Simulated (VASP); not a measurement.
SiO2: single point with r2SCAN

Crystal: SiO2.

```
Si O
1.0
     5.05968    0.00000    0.00000
    -2.52984    4.38181    0.00000
     0.00000    0.00000    5.45797
Si O
3 6
Direct
  0.00000 0.50000 0.33333
  0.50000 0.50000 0.66667
  0.50000 0.00000 0.00000
  0.58350 0.79175 0.83333
  0.79175 0.58350 0.50000
  0.79175 0.20825 0.16667
  0.41650 0.20825 0.83333
  0.20825 0.41650 0.50000
  0.20825 0.79175 0.16667
```

This cell differs from its parent crystal: strain +0.000 along x and y, -0.015 along z.

```json
{
 "Program": "VASP 6.6.1",
 "Task": "single point",
 "Functional": "r2SCAN",
 "Potentials or basis": "VASP PAW PBE potentials, release 64 (Si, O)",
 "Cutoff": "520 eV",
 "k mesh": "6 × 6 × 4",
 "Occupations": "gaussian, width 0.05 eV",
 "Spin": "no spin polarisation"
}
```

* Pressure: 3.1 GPa
* Largest force: 0.093 eV/Å
* Band gap on the k mesh: 6.37 eV, indirect (least direct gap 6.61 eV)

Forces on the atoms (eV/Å):
```
Si   0.000  0.000  0.000
Si   0.000  0.000  0.000
Si   0.000  0.000  0.000
O    0.080  0.046  0.000
O    0.000  0.093  0.000
O    0.080 -0.046  0.000
O   -0.080 -0.046  0.000
O    0.000 -0.093  0.000
O   -0.080  0.046  0.000
```

Stress tensor (GPa, compression positive):
```
2.73 0.00 0.00
0.00 2.73 0.00
0.00 0.00 3.86
```

Levels at points of the mesh, in eV from the valence-band top:
```tsv
k point	band 22	band 23	band 24	band 25	band 26	band 27
(0.00, 0.00, 0.00)	-0.48	-0.48	-0.24	6.37	9.83	9.83
(0.50, 0.00, 0.00)	-1.02	-0.34	0.00	8.48	9.35	10.48
(0.00, 0.00, 0.50)	-0.26	-0.02	-0.02	8.27	8.27	9.35
(0.50, 0.00, 0.50)	-0.73	-0.68	-0.38	9.64	10.01	10.18
```

Run time: 2.8 min on 1 thread of AMD EPYC 9R45 (Zen 5), with other jobs on the host, peak memory 0.25 GiB.

Caveat: the cell differs from its parent crystal (strain +0.000 along x and y, -0.015 along z); the PAW data sets were made with another functional, which shifts forces and pressure a little. A k mesh can miss the band edges.
